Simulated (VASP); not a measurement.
Wanted: the native input for a VASP 6.6.1 run.

```yaml
Task: single point
Functional: PBEsol
Potentials_or_basis: VASP PAW PBE potentials, release 64 (K_sv, Ta_pv, O)
Cutoff: 520 eV
k_mesh: 8 × 8 × 8
Occupations: gaussian, width 0.05 eV
Spin: no spin polarisation
Dipole_correction: no
Further_INCAR_settings: ALGO = Normal; EDIFF = 1e-07; NBANDS = 27
```

The structure of KTaO3 lies in POSCAR:

```
KTaO3
1.0
    4.0205195569      0.0000000000      0.0000000000
    0.0000000000      4.0205195569      0.0000000000
    0.0000000000      0.0000000000      4.0205195569
K Ta O
1 1 3
Direct
    0.5000000000      0.5000000000      0.5000000000
    0.0000000000      0.0000000000      0.0000000000
    0.5000000000      0.0000000000      0.0000000000
    0.0000000000      0.5000000000      0.0000000000
    0.0000000000      0.0000000000      0.5000000000
```

This cell differs from its parent crystal: volume 12.998 Å^3 an atom, c/a of the conventional cell 1.0000.

The input as run:

INCAR

```
ALGO = Normal
EDIFF = 1E-7
ENCUT = 520
GGA = PS
ISIF = 2
ISMEAR = 0
LASPH = T
LCHARG = F
LREAL = F
LWAVE = F
NBANDS = 27
NELM = 60
PREC = Accurate
SIGMA = 0.05
```

KPOINTS

```
k-points
0
Gamma
  8 8 8
```

Potentials or basis: VASP PAW PBE potentials, release 64 (K_sv, Ta_pv, O).

Command:

```bash
$ cat potpaw_PBE.64/K_sv/POTCAR potpaw_PBE.64/Ta_pv/POTCAR potpaw_PBE.64/O/POTCAR > POTCAR
$ mpirun -np 1 vasp_std > vasp.out
```

It gave:

* Pressure: -4.4 GPa
* Band gap on the k mesh: 2.03 eV, indirect (least direct gap 2.67 eV)

Caveat: the PAW data sets were made with another functional, which shifts forces and pressure a little; spin-orbit coupling is left out, which moves the levels of the heavy elements.

Run time: 70 s on 1 thread of Intel(R) Xeon(R) Platinum 8259CL CPU @ 2.50GHz (Skylake/Cascade Lake), with other jobs on the host, peak memory 0.2 GiB.
